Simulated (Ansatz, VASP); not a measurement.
**One calculation of K, two programs**

```
K
1.0
     4.76240    0.00000    0.00000
    -2.38120    4.12436    0.00000
     0.00000    0.00000    7.82997
K
2
Cartesian
  0.0000 2.7496 2.3325
  2.3812 1.3748 5.8725
```

Change from the starting cell: one atom moved.

Alike in both runs: task single point; functional PBE; k mesh 9 × 9 × 6; occupations gaussian, width 0.1 eV; no spin polarisation.

|  | VASP | Ansatz |
| --- | --- | --- |
| version | VASP 6.6.1 | Ansatz 0.2.0 |
| potentials or method | VASP PAW PBE potentials, release 64 (K_sv), cutoff 520 eV | scalar-relativistic, plane waves, PAW |
| valence electrons in the cell | 18 | 18 |

```tsv
	VASP	Ansatz	Ansatz less VASP
gap on the k mesh at the Fermi level (eV)	none	none	-
pressure (GPa)	-0.1	-0.1	+0.01
traceless stress, the component that is largest in VASP (GPa)	0.09	0.09	0.000
rms of the force components (eV/Å)	0.078	0.078	+0.0007
```

Atom by atom the forces differ by 0.001 eV/Å (rms over components). A gap of «none» marks a metal or a gap that the smearing closes. With one functional, cell and mesh, what is left measures potentials, basis and numerics.
